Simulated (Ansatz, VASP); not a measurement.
# InAs in VASP and in Ansatz

File INCAR:

```
SYSTEM = InAs
PREC = Accurate ; ENCUT = 600
EDIFF = 1E-6 ; ISMEAR = -1
SIGMA = 0.05 ; LREAL = .FALSE.
LASPH = .TRUE. ; NELM = 100
ALGO = Normal ; ISIF = 3
LWAVE = .FALSE. ; LCHARG = .FALSE.
GGA = PE ; IBRION = 2
NSW = 60 ; EDIFFG = -0.005
```

File KPOINTS:

```
Automatic mesh
0
G
  12 12 12
  0 0 0
```

POSCAR

```
InAs
1.0
    3.1568296822      0.0000000000      0.0000000000
    0.0000000000      3.1568296822      0.0000000000
    0.0000000000      0.0000000000      3.1568296822
In As
1 1
Direct
    0.0000000000      0.0000000000      0.0000000000
    0.5000000000      0.5000000000      0.5000000000
```

Input for Ansatz:

```yaml
crystal:
  lattice:
    - [3.1568296822, 0.0, 0.0]
    - [0.0, 3.1568296822, 0.0]
    - [0.0, 0.0, 3.1568296822]
  atoms:
    - { symbol: In, position: [0.0, 0.0, 0.0] }
    - { symbol: As, position: [0.5, 0.5, 0.5] }
kpoints:
  mp_grid: { grid: [12, 12, 12] }
scf:
  occupations: { method: fermi_dirac, width: 0.05 }
hamiltonian:
  xc: pbe
  pseudopotentials: { kind: paw }
output:
  forces: true
  stress: true
relax:
  f_tol: 0.005
  max_steps: 40
  cell: {}
```

Alike in both runs: task relaxation of cell and atoms; functional PBE; k mesh 12 × 12 × 12; occupations fermi-dirac, width 0.05 eV; no spin polarisation.

|  | VASP | Ansatz |
| --- | --- | --- |
| version | VASP 6.6.1 | Ansatz 0.2.0 |
| potentials or method | VASP PAW PBE potentials, release 64 (In_d, As) | PAW with Ansatz's default frozen-core files, scalar-relativistic |
| plane-wave cutoff (eV) | 600 | 420 |
| valence electrons in the cell | 18 | 28 |

```csv
,VASP,Ansatz,Ansatz less VASP
relaxed volume (Å³/atom),22.93,22.90,-0.028
relaxed cell length with the largest relative difference (Å),3.579,3.578,-0.0014
```

VASP's potentials hold 18 valence electrons a cell and Ansatz's 28, so a difference there can come from the potentials and not from the codes.

Noted on VASP's run: the volume moved by over 15 % at a fixed basis, so the end points are rough; too few bands were computed for a metal, which touches its energy and stress.
